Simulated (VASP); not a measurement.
Si2Bi2S, 5 atoms in the cell. It takes space group P-3m1 (No. 164, trigonal). Conventional cell: a = 4.230 Å, b = 4.230 Å, c = 10.185 Å, α = 90.00°, β = 90.00°, γ = 120.00°. Si (site symmetry 3m) has 1 S at 2.13 Å and 3 Bi at 2.74 Å within 2.8 Å. Bi (site symmetry 3m) has 3 Si at 2.74 Å within 3.6 Å. S (site symmetry -3m) has 2 Si at 2.13 Å within 2.8 Å. 

| Quantity | Value |
| --- | --- |
| Program | VASP 6.6.1 |
| Task | single point |
| Functional | PBE |
| Potentials or basis | VASP PAW PBE potentials, release 64 (Si, Bi_d, S) |
| Cutoff | 520 eV |
| k mesh | 6 × 6 × 2 |
| Occupations | gaussian, width 0.1 eV |
| Spin | no spin polarisation |
| Dipole correction | no |
| Further INCAR settings | ALGO = Normal; EDIFF = 1e-06; NBANDS = 30 |

Potentials or basis: VASP PAW PBE potentials, release 64 (Si, Bi_d, S).

Command:

```sh
$ cat potpaw_PBE.64/Si/POTCAR potpaw_PBE.64/Bi_d/POTCAR potpaw_PBE.64/S/POTCAR > POTCAR
$ mpirun -np 1 vasp_std > vasp.out
```

Hardware: 1 thread of AMD EPYC 7R13 Processor (Zen 3), with other jobs on the host.

Question: Estimate the wall time of this run.

Answer: Wall time 59 s on 1 thread of AMD EPYC 7R13 Processor (Zen 3) (shared host), peak memory 0.26 GiB. Counts: scf iterations 14, k points 14.
